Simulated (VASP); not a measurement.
FeSi, 8 atoms in the cell. The structure is cubic, space group P2_13 (No. 198). The conventional cell has a = 4.507 Å, b = 4.507 Å, c = 4.507 Å, α = 90.00°, β = 90.00°, γ = 90.00°. Fe (site symmetry 3) has 7 Si at 2.30 to 2.55 Å and 6 Fe at 2.76 Å within 3.0 Å. Si (site symmetry 3) has 7 Fe at 2.30 to 2.55 Å and 6 Si at 2.80 Å within 3.0 Å.  This cell differs from its parent crystal: volume scaled by 1.040.

* Program: VASP 6.6.1
* Task: single point
* Functional: PBE
* Potentials or basis: VASP PAW PBE potentials, release 64 (Fe, Si)
* Cutoff: 520 eV
* k mesh: 8 × 8 × 8
* Occupations: gaussian, width 0.05 eV
* Spin: no spin polarisation
* Dipole correction: no
* Further INCAR settings: ALGO = Normal; EDIFF = 1e-07; NBANDS = 34

Potentials or basis: VASP PAW PBE potentials, release 64 (Fe, Si).

Launch:

```bash
$ cat potpaw_PBE.64/Fe/POTCAR potpaw_PBE.64/Si/POTCAR > POTCAR
$ mpirun -np 1 vasp_std > vasp.out
```

Hardware: 1 thread of Intel(R) Xeon(R) 6975P-C (Granite Rapids), with other jobs on the host.

**Question.** Estimate the wall time of this run.

**Answer.** Run time: 87 s on 1 thread of Intel(R) Xeon(R) 6975P-C (Granite Rapids), with other jobs on the host, peak memory 0.27 GiB. Counts: scf iterations 16, k points 45.
